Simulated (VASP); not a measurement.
Write the native input for VASP 6.6.1 that does the following.

| Item | Value |
| --- | --- |
| Task | single point |
| Functional | PBE |
| Potentials or basis | VASP PAW PBE potentials, release 64 (Y_sv, Ta_pv, N) |
| Cutoff | 520 eV |
| k mesh | 3 × 3 × 6 |
| Occupations | gaussian, width 0.1 eV |
| Spin | no spin polarisation |
| Dipole correction | no |
| Further INCAR settings | ALGO = Normal; EDIFF = 1e-06; NBANDS = 33 |

The structure of Y2TaN3 lies in POSCAR:

```
Y2TaN3
1.0
    6.0129293200      0.0000000000      0.0000000000
   -3.0064646600      5.2073495423      0.0000000000
    0.0000000000      0.0000000000      3.0977806502
Y Ta N
2 1 3
Direct
    0.3333333333      0.6666666667      0.0000000000
    0.6666666667      0.3333333333      0.0000000000
    0.0000000000      0.0000000000      0.0000000000
    0.5000000000      0.0000000000      0.5000000000
    0.5000000000      0.5000000000      0.5000000000
    0.0000000000      0.5000000000      0.5000000000
```

The cell was generated, and may not be a known phase.

One way to write it, as run:

INCAR

```
SYSTEM = Y2TaN3
PREC = Accurate
ENCUT = 520
EDIFF = 1E-6
ISMEAR = 0
SIGMA = 0.1
LREAL = .False.
LASPH = .True.
NELM = 80
ALGO = Normal
ISIF = 2
LWAVE = .False.
LCHARG = .True.
GGA = PE
LELF = .True.
LVHAR = .True.
NBANDS = 33
```

KPOINTS

```
regular mesh
0
Gamma
  3 3 6
  0 0 0
```

Potentials or basis: VASP PAW PBE potentials, release 64 (Y_sv, Ta_pv, N).

Run with:

```bash
$ cat potpaw_PBE.64/Y_sv/POTCAR potpaw_PBE.64/Ta_pv/POTCAR potpaw_PBE.64/N/POTCAR > POTCAR
$ mpirun -np 1 vasp_std > vasp.out
```

Results of the run:

| Property | Result |
| --- | --- |
| Pressure | -0.3 GPa |
| Band gap on the k mesh | zero (bands 24 and 25 overlap by 0.56 eV) |

Caveat: the k points lie up to 0.40 Å⁻¹ apart, too coarse for converged energies and pressures of a metal; spin-orbit coupling is left out, which moves the levels of the heavy elements.

It took 59 s on 1 thread of Intel(R) Xeon(R) 6975P-C (Granite Rapids) (shared host), peak memory 0.24 GiB.
